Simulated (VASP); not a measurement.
Here is a VASP 6.6.1 calculation.

Contents of INCAR:

```
PREC = Accurate ; ENCUT = 520
EDIFF = 1E-6 ; ISMEAR = -1
SIGMA = 0.05 ; LREAL = False
LASPH = True ; NELM = 100
ALGO = Normal ; ISIF = 2
LWAVE = False ; LCHARG = False
NBANDS = 21
```

KPOINTS

```
regular mesh
0
Gamma
  8 8 8
```

File POSCAR:

```
Ge
1.0
    0.0000000000      2.7906767997      2.7906767997
    2.7906767997      0.0000000000      2.7906767997
    2.7906767997      2.7906767997      0.0000000000
Ge
2
Direct
    0.7500000000      0.7500000000      0.7500000000
    0.5000000000      0.5000000000      0.5000000000
```

Potentials or basis: VASP PAW LDA potentials, release 64 (Ge_d).

The run is started by

```bash
$ cat potpaw_LDA.64/Ge_d/POTCAR > POTCAR
$ mpirun -np 1 vasp_std > vasp.out
```

**Question.** Estimate the pressure.

**Answer.** 1.9 GPa.

**Question.** What does it give for the band gap on the k mesh?

**Answer.** 0.19 eV, indirect (least direct gap 0.23 eV).

**What was measured.**

“Electronic and optical properties of SixGe1-x-ySny alloys lattice-matched to Ge”, 2021, arxiv:2109.02782 reports, for a bulk crystal of Ge at 300 K: band gap 0.807 eV (direct).

Against the measured gap of Ge, 0.807 eV (direct; 300 K; “Electronic and optical properties of SixGe1-x-ySny alloys lattice-matched to Ge”, 2021, arxiv:2109.02782), the calculated 0.19 eV is off by -0.61 eV. 3 values of this kind are on record (0.666 to 0.807 eV); this one was drawn at random among those near their median. Spin-orbit coupling on Ge is left out. The value is that of LDA on a finite k mesh, which can miss the band edges, without temperature or zero-point motion. Semilocal functionals fall short of measured gaps as a rule.
